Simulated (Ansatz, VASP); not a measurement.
# Se: VASP beside Ansatz

Contents of INCAR:

```
SYSTEM = Se
PREC = Accurate
ENCUT = 520
EDIFF = 1E-6
ISMEAR = 0
SIGMA = 0.05
LREAL = .False.
LASPH = .True.
NELM = 80
ALGO = Normal
ISIF = 2
LWAVE = .False.
LCHARG = .True.
GGA = PE
IVDW = 12
LELF = .True.
LVHAR = .True.
NBANDS = 16
```

Contents of KPOINTS:

```
regular mesh
0
Gamma
  12 12 8
  0 0 0
```

File POSCAR:

```
Se
1.0
    4.3089284814      0.0000000000      0.0000000000
   -2.1544642407      3.7316415280      0.0000000000
    0.0000000000      0.0000000000      4.8143657922
Se
3
Direct
    0.2473450684      0.0000000000      0.3333333333
    0.0000000000      0.2473450684      0.6666666667
    0.7526549316      0.7526549316      0.0000000000
```

Input for Ansatz:

```yaml
crystal:
  lattice:
    - [4.3089284814, 0.0, 0.0]
    - [-2.1544642407, 3.731641528, 0.0]
    - [0.0, 0.0, 4.8143657922]
  atoms:
    - { symbol: Se, position: [0.2473450684, 0.0, 0.3333333333] }
    - { symbol: Se, position: [0.0, 0.2473450684, 0.6666666667] }
    - { symbol: Se, position: [0.7526549316, 0.7526549316, 0.0] }
basis:
  ecutwfc: 420
kpoints:
  mp_grid: { grid: [12, 12, 8] }
hamiltonian:
  xc: pbe
  dispersion: d3bj
scf:
  occupations: { method: gaussian, width: 0.05 }
output:
  forces: true
  stress: true
  eigenvalues: true
```

Alike in both runs: task single point; functional PBE; dispersion D3(BJ); k mesh 12 × 12 × 8; occupations gaussian, width 0.05 eV; no spin polarisation.

|  | VASP | Ansatz |
| --- | --- | --- |
| version | VASP 6.6.1 | Ansatz 0.2.0 |
| potentials or method | VASP PAW PBE potentials, release 64 (Se), cutoff 520 eV | scalar-relativistic, plane waves, PAW |
| valence electrons in the cell | 18 | 48 |

```tsv
	VASP	Ansatz	Ansatz less VASP
gap on the k mesh at the Fermi level (eV)	0.43	0.43	-0.001
least direct gap on the mesh (eV)	1.39	1.39	+0.007
pressure (GPa)	-1.0	-1.1	-0.09
traceless stress, the component that is largest in VASP (GPa)	2.11	2.09	-0.020
rms of the force components (eV/Å)	0.176	0.188	+0.0117
```

Atom by atom the forces differ by 0.012 eV/Å (rms over components). VASP's potentials hold 18 valence electrons a cell and Ansatz's 48, so a difference there can come from the potentials and not from the codes.
